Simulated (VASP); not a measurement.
# Ir (Fm-3m) in VASP: notebook

Runs on Ir. Level: r2SCAN. Tasks: single point.

Everything below comes from runs of VASP 6.6.1. Logs are shortened: lines on timing, memory, paths and dates and some standing lists are left out, and cuts for length are marked.

## Step 1: The cell of the first run

Symmetry: Fm-3m, No. 225, cubic system. The conventional cell has a = 3.805 Å, b = 3.805 Å, c = 3.805 Å, α = 90.00°, β = 90.00°, γ = 90.00°. Within 3.5 Å of Ir (site symmetry m-3m) lie 12 Ir at 2.69 Å.

## Step 2: Single point, r2SCAN

POSCAR

```
Ir
1.0
    0.0000000000      1.9027432368      1.9027432368
    1.9027432368      0.0000000000      1.9027432368
    1.9027432368      1.9027432368      0.0000000000
Ir
1
Direct
    0.0000000000      0.0000000000      0.0000000000
```

INCAR.step1

```
  PREC = Accurate
  ENCUT = 520
  ISMEAR = -1
  SIGMA = 0.05
  LREAL = False
  LASPH = True
  NELM = 80
  NBANDS = 10
  GGA = PE
  ALGO = Normal
  EDIFF = 1E-4
  LWAVE = True
  LCHARG = False
```

INCAR.step2

```
  PREC = Accurate
  ENCUT = 520
  EDIFF = 1E-6
  ISMEAR = -1
  SIGMA = 0.05
  LREAL = False
  LASPH = True
  NELM = 80
  ALGO = Normal
  ISIF = 2
  LWAVE = False
  LCHARG = False
  METAGGA = R2SCAN
  LMIXTAU = True
  NBANDS = 10
  ISTART = 1
```

KPOINTS

```
regular mesh
0
Gamma
  12 12 12
```

Potentials or basis: VASP PAW PBE potentials, release 64 (Ir).

On the command line:

```
$ cat potpaw_PBE.64/Ir/POTCAR > POTCAR
$ cp INCAR.step1 INCAR
$ mpirun -np 1 vasp_std > vasp.out
$ cp INCAR.step2 INCAR
$ mpirun -np 1 vasp_std > vasp.out
```

OUTCAR:

```text
PREC = Accurate
   ENCUT = 520
   EDIFF = 1E-6
   ISMEAR = -1
   LREAL = False
   LASPH = True
   NELM = 80
   ISIF = 2
   METAGGA = R2SCAN
   ISTART = 1

 ion  position               nearest neighbor table
   1  0.000  0.000  0.000-

  LATTYP: Found a face centered cubic cell.
 ALAT       =     3.8054864736

  Lattice vectors:

 A1 = (   0.0000000000,   1.9027432368,   1.9027432368)
 A2 = (   1.9027432368,   0.0000000000,   1.9027432368)
 A3 = (   1.9027432368,   1.9027432368,   0.0000000000)

Analysis of symmetry for initial positions (statically):
[... 5 lines left out ...]
 face centered cubic supercell.

 Subroutine GETGRP returns: Found 48 space group operations
 (whereof 48 operations were pure point group operations)
 out of a pool of 48 trial point group operations.

The static configuration has the point symmetry O_h .

Analysis of symmetry for dynamics (positions and initial velocities):
[... 5 lines left out ...]
 face centered cubic supercell.

 Subroutine GETGRP returns: Found 48 space group operations
 (whereof 48 operations were pure point group operations)
 out of a pool of 48 trial point group operations.

The dynamic configuration has the point symmetry O_h .

 Subroutine INISYM returns: Found 48 space group operations
 (whereof 48 operations are pure point group operations),
 and found     1 'primitive' translations

----------------------------------------------------------------------------------------

                                     Primitive cell

  volume of cell :      13.7775

  direct lattice vectors                    reciprocal lattice vectors
     0.000000000  1.902743237  1.902743237    -0.262778493  0.262778493  0.262778493
     1.902743237  0.000000000  1.902743237     0.262778493 -0.262778493  0.262778493
     1.902743237  1.902743237  0.000000000     0.262778493  0.262778493 -0.262778493

  length of vectors
     2.690885291  2.690885291  2.690885291     0.455145701  0.455145701  0.455145701

  position of ions in fractional coordinates (direct lattice)
     0.000000000  0.000000000  0.000000000

  ion indices of the primitive-cell ions
   primitive index   ion index
                 1           1

----------------------------------------------------------------------------------------

 KPOINTS: regular mesh

Automatic generation of k-mesh.
 Grid dimensions read from file:
 generate k-points for:   12   12   12

 Generating k-lattice:

  Cartesian coordinates                     Fractional coordinates (reciprocal lattice)
    -0.021898208  0.021898208  0.021898208     0.083333333  0.000000000  0.000000000
     0.021898208 -0.021898208  0.021898208     0.000000000  0.083333333  0.000000000
     0.021898208  0.021898208 -0.021898208     0.000000000  0.000000000  0.083333333

  Length of vectors
     0.037928808  0.037928808  0.037928808

  Shift w.r.t. Gamma in fractional coordinates (k-lattice)
     0.000000000  0.000000000  0.000000000

 Subroutine IBZKPT returns following result:
 ===========================================

 Found     72 irreducible k-points:

 Following reciprocal coordinates:
            Coordinates               Weight
  0.000000  0.000000  0.000000      1.000000
  0.083333  0.000000  0.000000      8.000000
  0.166667  0.000000  0.000000      8.000000
  0.250000  0.000000  0.000000      8.000000
  0.333333  0.000000  0.000000      8.000000
  0.416667  0.000000  0.000000      8.000000
[... 16 lines left out ...]
  0.500000  0.166667  0.000000     24.000000
 -0.416667  0.166667  0.000000     24.000000
 [... further k-points ...]
   k-points           NKPTS =     72   k-points in BZ     NKDIM =     72   number of bands    NBANDS=     10
   number of dos      NEDOS =    301   number of ions     NIONS =      1
   total plane-waves  NPLWV =   8000
   dimension x,y,z NGX =    20 NGY =   20 NGZ =   20
   dimension x,y,z NGXF=    40 NGYF=   40 NGZF=   40
   ions per type =               1
   NGX,Y,Z   is equivalent  to a cutoff of  12.36, 12.36, 12.36 a.u.
   NGXF,Y,Z  is equivalent  to a cutoff of  24.71, 24.71, 24.71 a.u.
 SYSTEM =  unknown system
   PREC   = accura    normal or accurate (medium, high low for compatibility)
   ISTART =      1    job   : 0-new  1-cont  2-samecut
   ICHARG =      0    charge: 1-file 2-atom 10-const
   ISPIN  =      1    spin polarized calculation?
   LNONCOLLINEAR =      F non collinear calculations
   LSORBIT =      F    spin-orbit coupling
   LASPH  =      T    aspherical Exc in radial PAW
   ENCUT  =  520.0 eV  38.22 Ry    6.18 a.u.   5.00  5.00  5.00*2*pi/ulx,y,z
   NELM   =     80;   NELMIN=  2; NELMDL=  0     # of ELM steps
   EDIFF  = 0.1E-05   stopping-criterion for ELM
   LREAL  =      F    real-space projection
   EDIFFG = 0.1E-04   stopping-criterion for IOM
   NSW    =      0    number of steps for IOM
   IBRION =     -1    ionic relax: 0-MD 1-quasi-New 2-CG
   NFREE  =      0    steps in history (QN), initial steepest desc. (CG)
   ISIF   =      2    stress and relaxation
   ISYM   =      2    0-nonsym 1-usesym 2-fastsym
   POTIM  = 0.5000    time-step for ionic-motion
   TEBEG  =    0.0;   TEEND  =   0.0 temperature during run
   PSTRESS=    0.0 pullay stress
   NELECT =       9.0000    total number of electrons
   NUPDOWN=      -1.0000    fix difference up-down
   EMIN   =  10.00;   EMAX   =-10.00  energy-range for DOS
[... 5 lines left out ...]
     AMIX     =   0.40;   BMIX     =  1.00
     AMIX_MAG =   1.60;   BMIX_MAG =  1.00
  volume/ion in A,a.u.               =      13.78        92.98
  Fermi-wavevector in a.u.,A,eV,Ry     =   1.420470  2.684300 27.452962  2.017736
  Thomas-Fermi vector in A             =   2.541382
   LORBIT       =      0    0 simple, 1 ext, 2 COOP (PROOUT), +10 PAW based schemes
   METAGGA = R2SCAN    functional components
   LHFCALC =     F    Hartree Fock is set to
   AEXX    =    0.0000 exact exchange contribution
   IVDW    =     0    specifies the selected vdW correction
   LEPSILON=     F    determine dielectric tensor
   LRPA    =     F    only Hartree local field effects (RPA)
 non-spin polarized calculation
  energy-cutoff  :      520.00
  volume of cell :       13.78
 maximum number of plane-waves:       388
   NGX =  9   NGY =  9   NGZ =  9

 number of electron       9.0000001 magnetization

 Free energy of the ion-electron system (eV)
  ---------------------------------------------------
  ext. energy  EPLUGINS =         0.00000000
  ---------------------------------------------------
  free energy    TOTEN  =       -52.36347859 eV

  energy without entropy =      -52.35904870  energy(sigma->0) =      -52.36126365

 E-fermi :  10.6835     XC(G=0): -15.5140

 val. band max:       10.6774034162   @ k =  -0.2500   0.0833   0.0000
 cond. band min:      10.7018832946   @ k =  -0.3333   0.3333   0.0000
 fundamental gap:      0.0244798783
 Fermi energy:        10.6834719732

 k-point     1 :       0.0000    0.0000    0.0000
  band No.  band energies     occupation
      1      -1.1822      2.00000
      2       6.4742      2.00000
      3       6.4742      2.00000
      4       6.4742      2.00000
      5       9.3093      2.00000
      6       9.3093      2.00000
      7      25.6909      0.00000
      8      31.7164      0.00000
      9      31.7164      0.00000
     10      31.7164      0.00000

 k-point     2 :       0.0833    0.0000    0.0000
  band No.  band energies     occupation
      1      -0.8530      2.00000
      2       6.2994      2.00000
      3       6.6148      2.00000
      4       6.6148      2.00000
      5       9.2217      2.00000
      6       9.2217      2.00000
      7      26.2544      0.00000
      8      30.2441      0.00000
      9      32.2561      0.00000
     10      32.2561      0.00000

 k-point     3 :       0.1667    0.0000    0.0000
  band No.  band energies     occupation
      1       0.0463      2.00000
      2       5.9502      2.00000
      3       6.8953      2.00000
      4       6.8953      2.00000
      5       9.1431      2.00000
      6       9.1431      2.00000
      7      27.4566      0.00000
      8      27.9781      0.00000
      9      33.7616      0.00000
     10      33.7616      0.00000

 k-point     4 :       0.2500    0.0000    0.0000
  band No.  band energies     occupation
      1       1.1618      2.00000
      2       5.9299      2.00000
      3       6.9295      2.00000
      4       6.9295      2.00000
      5       9.5281      2.00000
      6       9.5281      2.00000
      7      25.3673      0.00000
      8      28.3730      0.00000
      9      35.7945      0.00000
     10      35.7945      0.00000

 k-point     5 :       0.3333    0.0000    0.0000
  band No.  band energies     occupation
      1       1.8331      2.00000
      2       6.6716      2.00000
      3       6.6716      2.00000
      4       6.9274      2.00000
      5      10.3977      1.99344
      6      10.3977      1.99344
      7      22.7781      0.00000
      8      27.0669      0.00000
      9      34.7058      0.00000
     10      34.7058      0.00000

 k-point     6 :       0.4167    0.0000    0.0000
  band No.  band energies     occupation
      1       1.9483      2.00000
      2       6.4130      2.00000
      3       6.4130      2.00000
      4       8.7660      2.00000
      5      11.2607      0.00002
      6      11.2607      0.00002
      7      20.0257      0.00000
      8      25.7537      0.00000
      9      32.5317      0.00000
     10      32.5317      0.00000
[... 183 lines left out ...]
 k-point    21 :       0.3333    0.1667    0.0000
  band No.  band energies     occupation
      1       2.3883      2.00000
      2       4.8437      2.00000
      3       6.4969      2.00000
      4       7.8593      2.00000
      5       9.9706      2.00000
      6      10.8238      0.11391
      7      25.3671      0.00000
      8      29.2332      0.00000
      9      30.8997      0.00000
     10      32.7670      0.00000

 k-point    22 :       0.4167    0.1667    0.0000
  band No.  band energies     occupation
      1       2.8077      2.00000
      2       5.4625      2.00000
      3       6.2144      2.00000
      4       7.5947      2.00000
      5      11.5276      0.00000
      6      11.9240      0.00000
      7      21.9373      0.00000
      8      27.8725      0.00000
      9      30.1705      0.00000
     10      32.3802      0.00000

 k-point    23 :       0.5000    0.1667    0.0000
  band No.  band energies     occupation
      1       2.8716      2.00000
      2       5.4708      2.00000
      3       7.0918      2.00000
      4       7.3276      2.00000
      5      11.7124      0.00000
      6      14.0917      0.00000
      7      18.8850      0.00000
      8      27.0913      0.00000
      9      30.1782      0.00000
     10      30.7123      0.00000

 k-point    24 :      -0.4167    0.1667    0.0000
  band No.  band energies     occupation
      1       2.9467      2.00000
      2       5.4984      2.00000
      3       7.2009      2.00000
      4       7.4549      2.00000
      5      11.1489      0.00018
      6      14.7346      0.00000
      7      18.5489      0.00000
      8      26.9051      0.00000
      9      29.3392      0.00000
     10      31.4920      0.00000

 [... further k-points ...]
[... 5 lines left out ...]
  --------------------------------------------------------------------------------------
  -------------------------------------------------------------------------------------
  Total        1.2795223      1.2795223      1.2795223      0.0000000      0.0000000      0.0000000
  in kB      148.7948466    148.7948466    148.7948466      0.0000000      0.0000000      0.0000000
  external PRESSURE =     148.7948466 kB  Pullay stress =       0.0000000 kB

 VOLUME and BASIS-vectors are now :
 -----------------------------------------------------------------------------
  energy-cutoff  :      520.00
  volume of cell :       13.78
      direct lattice vectors                 reciprocal lattice vectors
     0.000000000  1.902743237  1.902743237    -0.262778493  0.262778493  0.262778493
     1.902743237  0.000000000  1.902743237     0.262778493 -0.262778493  0.262778493
     1.902743237  1.902743237  0.000000000     0.262778493  0.262778493 -0.262778493

 POSITION                                       TOTAL-FORCE (eV/Angst)
 -----------------------------------------------------------------------------------
      0.00000      0.00000      0.00000        -0.000000      0.000000     -0.000000
 -----------------------------------------------------------------------------------
    total drift:                                0.000000      0.000000     -0.000000

  FREE ENERGIE OF THE ION-ELECTRON SYSTEM (eV)
  ---------------------------------------------------
  free  energy   TOTEN  =       -52.3634785903 eV

  energy  without entropy=      -52.3590487026  energy(sigma->0) =      -52.36126365
```

Wall time 15 s (1 thread of Intel Xeon 6975P-C (Granite Rapids), shared host); peak memory 0.13 GiB.

What came out:

| Item | Value |
| --- | --- |
| Free energy | -52.3635 eV |
| Pressure | 14.9 GPa |

Levels at points of the mesh, in eV from the Fermi level:
```csv
k point,band 1,band 2,band 3,band 4,band 5,band 6,band 7,band 8,band 9
"(0.00, 0.00, 0.00)",-11.87,-4.21,-4.21,-4.21,-1.37,-1.37,15.01,21.03,21.03
"(0.50, 0.00, 0.00)",-8.75,-4.37,-4.37,-0.81,0.94,0.94,7.91,14.63,21.03
"(0.50, 0.50, 0.00)",-8.58,-7.98,0.85,1.60,1.60,1.75,11.42,12.43,12.43
```

Caveat: the PAW data sets were made with another functional, which shifts forces and pressure a little; spin-orbit coupling is left out, which moves the levels of the heavy elements.

[end of part 1 of 2]
